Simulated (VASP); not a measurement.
Here is a VASP 6.6.1 calculation.

File INCAR:

```
SYSTEM = Pt
PREC = Accurate ; ENCUT = 520
EDIFF = 1E-7 ; ISMEAR = 0
SIGMA = 0.15 ; LREAL = .False.
LASPH = .True. ; NELM = 60
ALGO = Normal ; ISIF = 2
LWAVE = .False. ; LCHARG = .False.
GGA = PS ; NBANDS = 11
```

File KPOINTS:

```
regular mesh
0
Gamma
  20 20 20
  0 0 0
```

The input POSCAR:

```
Pt
1.0
    0.0000000000      1.8600050000      1.9089525000
    1.8600050000      0.0000000000      1.9089525000
    1.8600050000      1.8600050000      0.0000000000
Pt
1
Direct
    0.0000000000      0.0000000000      0.0000000000
```

Potentials or basis: VASP PAW PBE potentials, release 64 (Pt).

Launch:

```sh
$ cat potpaw_PBE.64/Pt/POTCAR > POTCAR
$ mpirun -np 1 vasp_std > vasp.out
```

(1) Estimate the pressure.

(2) What does it give for the band gap on the k mesh?

Answers

(1) 52.5 GPa.

(2) zero (bands 5 and 6 overlap by 2.99 eV).

Caveat: the cell differs from its parent crystal (strain -0.050 along x and y, -0.025 along z); the cell stands under pressure; the PAW data sets were made with another functional, which shifts forces and pressure a little; spin-orbit coupling is left out, which moves the levels of the heavy elements.
